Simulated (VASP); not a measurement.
# BiRu3: relaxation of cell and atoms with PBE

The system is BiRu3.

```
Bi Ru
1.0
     4.02877    0.00000    0.00000
     0.00000    4.02877    0.00000
     0.00000    0.00000    4.02877
Bi Ru
1 3
Direct
  0.00000 0.00000 0.00000
  0.00000 0.50000 0.50000
  0.50000 0.00000 0.50000
  0.50000 0.50000 0.00000
```

* Program: VASP 6.6.1
* Task: relaxation of cell and atoms
* Functional: PBE
* Potentials or basis: VASP PAW PBE potentials, release 64 (Bi_d, Ru_pv)
* Cutoff: 500 eV
* k mesh: 12 × 12 × 12
* Occupations: gaussian, width 0.1 eV
* Spin: no spin polarisation
* Dipole correction: no
* Further INCAR settings: ALGO = Normal; EDIFF = 1e-07; IBRION = 2; EDIFFG = -0.01; NSW = 100; ISIF = 3

| Property | Result |
| --- | --- |
| Relaxed volume | 16.33 Å³/atom |
| Relaxed cell | a = 4.027 Å, b = 4.027 Å, c = 4.027 Å, α = 90.00°, β = 90.00°, γ = 90.00° |
| Space group after relaxing (to 0.1 Å) | Pm-3m (No. 221) |
| Energy gained by relaxing | 0.0 meV/atom |
| Ionic steps | 3 |
| Pressure after relaxing | 0.0 GPa |
| Band gap on the k mesh | zero (an odd number of electrons rules out a gap without spin polarisation) |

Final structure:
```
Bi Ru
1.0
     4.02746    0.00000    0.00000
     0.00000    4.02746    0.00000
     0.00000    0.00000    4.02746
Bi Ru
1 3
Direct
  0.00000 0.00000 0.00000
  0.00000 0.50000 0.50000
  0.50000 0.00000 0.50000
  0.50000 0.50000 0.00000
```

Levels at points of the mesh, in eV from the Fermi level:
```csv
k point,band 25,band 26,band 27,band 28,band 29,band 30,band 31,band 32,band 33,band 34
"(0.00, 0.00, 0.00)",-0.73,-0.73,-0.73,0.55,0.55,1.41,1.88,1.88,1.88,2.09
"(0.50, 0.00, 0.00)",-1.36,-0.73,-0.70,-0.70,-0.46,0.66,1.88,2.44,4.07,4.07
"(0.50, 0.50, 0.00)",-0.95,-0.94,-0.94,-0.35,-0.27,-0.20,-0.06,2.48,2.48,4.88
"(0.50, 0.50, 0.50)",-0.77,-0.77,-0.77,-0.21,-0.21,0.47,0.74,1.47,1.47,1.47
```

It took 2.4 min on 1 thread of Intel(R) Xeon(R) 6975P-C (Granite Rapids), with other jobs on the host, peak memory 0.27 GiB.

Caveat: spin-orbit coupling is left out, which moves the levels of the heavy elements.
